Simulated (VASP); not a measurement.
Sr3Os:

```xyz
4
Lattice="4.7517 0.0000 0.0000 0.0000 4.7517 0.0000 0.0000 0.0000 4.7029" Properties=species:S:1:pos:R:3 pbc="T T T"
Sr    0.0000    2.3759    2.3514
Sr    2.3759    0.0000    2.3514
Sr    2.3759    2.3759    0.0000
Os    0.0000    0.0000    0.0000
```

| Item | Value |
| --- | --- |
| Program | VASP 6.6.1 |
| Task | relaxation of cell and atoms |
| Functional | PBE |
| Potentials or basis | VASP PAW PBE potentials, release 64 (Sr_sv, Os) |
| Cutoff | 600 eV |
| k mesh | 4 × 4 × 4 |
| Occupations | gaussian, width 0.1 eV |
| Spin | no spin polarisation |

At the start: pressure 7.0 GPa; volume 26.55 Å³/atom.

Q: How do energy, volume and symmetry change on relaxing?

A: Over 3 steps the energy falls by 93.0 meV/atom and the volume is 31.40 Å³/atom (+18.3 %); space group Pm-3m (No. 221, to 0.1 Å) before and after.

The path:
```csv
step,energy change (eV),largest force (eV/Å),pressure (GPa),volume (Å³)
1,0.0000,0.0000,7.02,106.18
2,-0.3719,0.0000,0.12,125.08
3,-0.3721,0.0000,-0.06,125.60
```

Final structure:
```
Sr Os
1.0
     5.02044    0.00000    0.00000
     0.00000    5.02044    0.00000
     0.00000    0.00000    4.98313
Sr Os
3 1
Direct
  0.00000 0.50000 0.50000
  0.50000 0.00000 0.50000
  0.50000 0.50000 0.00000
  0.00000 0.00000 0.00000
```

Caveat: the volume moved by over 15 % at a fixed basis, so the end points are rough.
